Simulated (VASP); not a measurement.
# AlAs (F-43m) in VASP: a series of runs

AlAs is run at these levels: PBE; tasks: single point.

Program: VASP 6.6.1. These are calculated values, not measurements. Logs are shortened: lines on timing, memory, paths and dates and some standing lists are left out, and cuts for length are marked.

## 1. The cell of the first run

Symmetry: F-43m, No. 216, cubic system. The conventional cell has a = 5.727 Å, b = 5.727 Å, c = 5.727 Å, α = 90.00°, β = 90.00°, γ = 90.00°. Al (site symmetry -43m) has 4 As at 2.48 Å within 3.3 Å. Within 3.3 Å of As (site symmetry -43m) lie 4 Al at 2.48 Å.

## 2. Single point, PBE

Contents of INCAR:

```
SYSTEM = AlAs
PREC     = Accurate       ! precision mode
ENCUT    = 520            ! plane-wave cutoff, eV
EDIFF    = 1E-6           ! SCF threshold, eV
ISMEAR   = 0              ! smearing method
SIGMA    = 0.02           ! smearing width, eV
LREAL    = .FALSE.        ! projectors in reciprocal space
LASPH    = .TRUE.         ! aspherical terms in the spheres
NELM     = 100            ! most SCF steps
ALGO     = Normal         ! electronic algorithm
ISIF     = 2              ! what is computed and relaxed
LWAVE    = .FALSE.        ! write WAVECAR
LCHARG   = .FALSE.        ! write CHGCAR
GGA      = PE             ! functional
NBANDS   = 11             ! bands
```

Contents of KPOINTS:

```
Automatic mesh
0
G
  8 8 8
  0 0 0
```

Contents of POSCAR:

```
AlAs
1.0
    0.0000000000      2.8636840521      2.8636840521
    2.8636840521      0.0000000000      2.8636840521
    2.8636840521      2.8636840521      0.0000000000
Al As
1 1
Direct
    0.0000000000      0.0000000000      0.0000000000
    0.7500000000      0.7500000000      0.7500000000
```

Potentials or basis: VASP PAW PBE potentials, release 64 (Al, As).

On the command line:

```sh
cat potpaw_PBE.64/Al/POTCAR potpaw_PBE.64/As/POTCAR > POTCAR
mpirun -np 1 vasp_std > vasp.out
```

OUTCAR:

```text
SYSTEM = AlAs
   PREC = Accurate
   ENCUT = 520
   EDIFF = 1E-6
   ISMEAR = 0
   LREAL = .FALSE.
   LASPH = .TRUE.
   NELM = 100
   ISIF = 2
   GGA = PE

 ion  position               nearest neighbor table
   1  0.000  0.000  0.000-   2 2.48   2 2.48   2 2.48   2 2.48
   2  0.750  0.750  0.750-   1 2.48   1 2.48   1 2.48   1 2.48

  LATTYP: Found a face centered cubic cell.
 ALAT       =     5.7273681042

  Lattice vectors:

 A1 = (   0.0000000000,   2.8636840521,   2.8636840521)
 A2 = (   2.8636840521,   0.0000000000,   2.8636840521)
 A3 = (   2.8636840521,   2.8636840521,   0.0000000000)

Analysis of symmetry for initial positions (statically):
=====================================================================
 Subroutine PRICEL returns:
 Original cell was already a primitive cell.

 Routine SETGRP: Setting up the symmetry group for a
 face centered cubic supercell.

 Subroutine GETGRP returns: Found 24 space group operations
 (whereof 24 operations were pure point group operations)
 out of a pool of 48 trial point group operations.

The static configuration has the point symmetry T_d .

Analysis of symmetry for dynamics (positions and initial velocities):
=====================================================================
 Subroutine PRICEL returns:
 Original cell was already a primitive cell.

 Routine SETGRP: Setting up the symmetry group for a
 face centered cubic supercell.

 Subroutine GETGRP returns: Found 24 space group operations
 (whereof 24 operations were pure point group operations)
 out of a pool of 48 trial point group operations.

The dynamic configuration has the point symmetry T_d .

 Subroutine INISYM returns: Found 24 space group operations
 (whereof 24 operations are pure point group operations),
 and found     1 'primitive' translations

----------------------------------------------------------------------------------------

                                     Primitive cell

  volume of cell :      46.9683

  direct lattice vectors                    reciprocal lattice vectors
     0.000000000  2.863684052  2.863684052    -0.174600267  0.174600267  0.174600267
     2.863684052  0.000000000  2.863684052     0.174600267 -0.174600267  0.174600267
     2.863684052  2.863684052  0.000000000     0.174600267  0.174600267 -0.174600267

  length of vectors
     4.049860825  4.049860825  4.049860825     0.302416533  0.302416533  0.302416533

  position of ions in fractional coordinates (direct lattice)
     0.000000000  0.000000000  0.000000000
     0.750000000  0.750000000  0.750000000

  ion indices of the primitive-cell ions
[... 79 lines left out ...]
   IBRION =     -1    ionic relax: 0-MD 1-quasi-New 2-CG
   NFREE  =      0    steps in history (QN), initial steepest desc. (CG)
   ISIF   =      2    stress and relaxation
   ISYM   =      2    0-nonsym 1-usesym 2-fastsym
   POTIM  = 0.5000    time-step for ionic-motion
   TEBEG  =    0.0;   TEEND  =   0.0 temperature during run
   PSTRESS=    0.0 pullay stress
   NELECT =       8.0000    total number of electrons
   NUPDOWN=      -1.0000    fix difference up-down
   EMIN   =  10.00;   EMAX   =-10.00  energy-range for DOS
   EFERMI =   0.00;   METHOD = LEGACY
   ISMEAR =     0;   SIGMA  =   0.02  broadening in eV -4-tet -1-fermi 0-gaus
   EFERMI_NEDOS =   21; number of points for ismear=-14 and -15
   IALGO  =     38    algorithm
   IMIX   =      4    mixing-type and parameters
     AMIX     =   0.40;   BMIX     =  1.00
     AMIX_MAG =   1.60;   BMIX_MAG =  1.00
  volume/ion in A,a.u.               =      23.48       158.48
  Fermi-wavevector in a.u.,A,eV,Ry     =   0.907479  1.714886 11.204635  0.823517
  Thomas-Fermi vector in A             =   2.031291
   LORBIT       =      0    0 simple, 1 ext, 2 COOP (PROOUT), +10 PAW based schemes
   GGA     = PE    functional components
   LHFCALC =     F    Hartree Fock is set to
   AEXX    =    0.0000 exact exchange contribution
   IVDW    =     0    specifies the selected vdW correction
   LEPSILON=     F    determine dielectric tensor
   LRPA    =     F    only Hartree local field effects (RPA)
 non-spin polarized calculation
 Gauss-broadening in eV      SIGMA  =   0.02
  energy-cutoff  :      520.00
  volume of cell :       46.97
 maximum number of plane-waves:      1283
   NGX = 15   NGY = 15   NGZ = 15

 number of electron       7.9999999 magnetization

 Free energy of the ion-electron system (eV)
  ---------------------------------------------------
  ext. energy  EPLUGINS =         0.00000000
  ---------------------------------------------------
  free energy    TOTEN  =        -9.38799429 eV

  energy without entropy =       -9.38799429  energy(sigma->0) =       -9.38799429

 E-fermi :   3.6770     XC(G=0):  -8.9057

 val. band max:        3.5961356800   @ k =   0.0000   0.0000   0.0000
 cond. band min:       5.0900900608   @ k =   0.5000   0.5000   0.0000
 fundamental gap:      1.4939543808
 Fermi energy:         3.6769778074

 k-point     1 :       0.0000    0.0000    0.0000
  band No.  band energies     occupation
      1      -8.0760      2.00000
      2       3.5961      2.00000
      3       3.5961      2.00000
      4       3.5961      2.00000
      5       5.3809      0.00000
      6       7.8235      0.00000
      7       7.8235      0.00000
      8       7.8235      0.00000
      9      12.2802      0.00000
     10      12.5389      0.00000
     11      12.5389      0.00000
[... 309 lines left out ...]
 k-point    24 :      -0.3750    0.2500    0.1250
  band No.  band energies     occupation
      1      -6.4875      2.00000
      2      -1.5386      2.00000
      3       0.9936      2.00000
      4       2.1125      2.00000
      5       7.1771      0.00000
      6       7.8072      0.00000
      7      10.1362      0.00000
      8      11.1001      0.00000
      9      11.8161      0.00000
     10      14.4604      0.00000
     11      15.6818      0.00000

 [... further k-points ...]
[... 5 lines left out ...]
  --------------------------------------------------------------------------------------
  -------------------------------------------------------------------------------------
  Total        0.0574131      0.0574131      0.0574131     -0.0000000     -0.0000000      0.0000000
  in kB        1.9584663      1.9584663      1.9584663     -0.0000000     -0.0000000      0.0000000
  external PRESSURE =       1.9584663 kB  Pullay stress =       0.0000000 kB

 VOLUME and BASIS-vectors are now :
 -----------------------------------------------------------------------------
  energy-cutoff  :      520.00
  volume of cell :       46.97
      direct lattice vectors                 reciprocal lattice vectors
     0.000000000  2.863684052  2.863684052    -0.174600267  0.174600267  0.174600267
     2.863684052  0.000000000  2.863684052     0.174600267 -0.174600267  0.174600267
     2.863684052  2.863684052  0.000000000     0.174600267  0.174600267 -0.174600267

 POSITION                                       TOTAL-FORCE (eV/Angst)
 -----------------------------------------------------------------------------------
      0.00000      0.00000      0.00000        -0.000000     -0.000000     -0.000000
      4.29553      4.29553      4.29553         0.000000      0.000000      0.000000
 -----------------------------------------------------------------------------------
    total drift:                                0.000000      0.000000      0.000000

  FREE ENERGIE OF THE ION-ELECTRON SYSTEM (eV)
  ---------------------------------------------------
  free  energy   TOTEN  =        -9.3879942857 eV

  energy  without entropy=       -9.3879942857  energy(sigma->0) =       -9.38799429
```

Wall time 11 s (1 thread of Intel Xeon 6975P-C, shared host); peak memory 0.17 GiB.

What came out:

- Free energy: -9.3880 eV
- Pressure: 0.2 GPa
- Band gap on the k mesh: 1.49 eV, indirect (least direct gap 1.78 eV)

A k mesh can miss the band edges. As with any semilocal functional, this PBE gap is likely too small.

## 3. Single point, PBE

This run uses another cell than the first one, of 22.67 Å³/atom, 0.966 times its volume.

Contents of INCAR:

```
SYSTEM = AlAs
PREC = Accurate ; ENCUT = 500
EDIFF = 1E-6 ; ISMEAR = 0
SIGMA = 0.1 ; LREAL = .False.
LASPH = .True. ; NELM = 120
ALGO = Normal ; ISIF = 2
LWAVE = .False. ; LCHARG = .True.
GGA = PE ; LELF = .True.
LVHAR = .True. ; NBANDS = 11
GGA_COMPAT = .False.
```

Contents of KPOINTS:

```
Automatic mesh
0
Gamma
  6 6 6
  0 0 0
```

Contents of POSCAR:

```
AlAs
1.0
    0.0000000000      2.8304000000      2.8304000000
    2.8304000000      0.0000000000      2.8304000000
    2.8304000000      2.8304000000      0.0000000000
Al As
1 1
Direct
    0.0000000000      0.0000000000      0.0000000000
    0.7500000000      0.7500000000      0.7500000000
```

Potentials or basis: VASP PAW PBE potentials, release 64 (Al, As).

On the command line:

```sh
cat potpaw_PBE.64/Al/POTCAR potpaw_PBE.64/As/POTCAR > POTCAR
mpirun -np 1 vasp_std > vasp.out
```

Wall time 9 s (1 thread of Intel Xeon Platinum 8259CL at 2.50GHz (Skylake/Cascade Lake), shared host); peak memory 0.16 GiB.

The run converged. Its results:

* Free energy: -9.3629 eV
* Pressure: 2.8 GPa
* Band gap on the k mesh: 1.43 eV, indirect (least direct gap 2.06 eV)

Levels at points of the mesh, in eV from the valence-band top:
```tsv
k point	band 1	band 2	band 3	band 4	band 5	band 6	band 7	band 8
(0.00, 0.00, 0.00)	-11.86	0.00	0.00	0.00	2.06	4.28	4.28	4.28
(0.50, 0.00, 0.00)	-10.44	-5.57	-0.83	-0.83	2.14	4.68	4.68	7.75
(0.50, 0.50, 0.00)	-9.89	-5.43	-2.18	-2.18	1.43	2.29	10.33	10.33
```

A k mesh can miss the band edges.
